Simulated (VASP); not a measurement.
Crystal: MnAu.

```
Mn Au
1.0
     3.20776    0.00000    0.00000
     0.00000    3.20776    0.00000
     0.00000    0.00000    3.20776
Mn Au
1 1
Direct
  0.50000 0.50000 0.50000
  0.00000 0.00000 0.00000
```

Base run:

```yaml
Program: VASP 6.6.1
Functional: PBEsol
Potentials_or_basis: VASP PAW PBE potentials, release 64 (Mn_pv, Au)
Cutoff: 500 eV
k_mesh: 7 × 7 × 7
Occupations: methfessel-paxton, width 0.05 eV
Spin: collinear spin, ferromagnetic start
Starting_moments: "[5.2, 0.0] μB"
```

Its results: pressure -4.7 GPa; net moment 4.33 μB per cell; site moments Mn +4.01; Au +0.12 μB.

Question: The run is repeated on the same cell with these changes: k mesh from 7 × 7 × 7 to 5 × 5 × 5. What comes out?

Answer: Pressure -8.6 GPa; net moment 3.64 μB per cell; site moments Mn +3.66; Au -0.05 μB.

Caveats: some runs use coarse meshes; the PAW data sets were made with another functional, which shifts forces and pressure a little; the cell stands under tension (at least some runs).
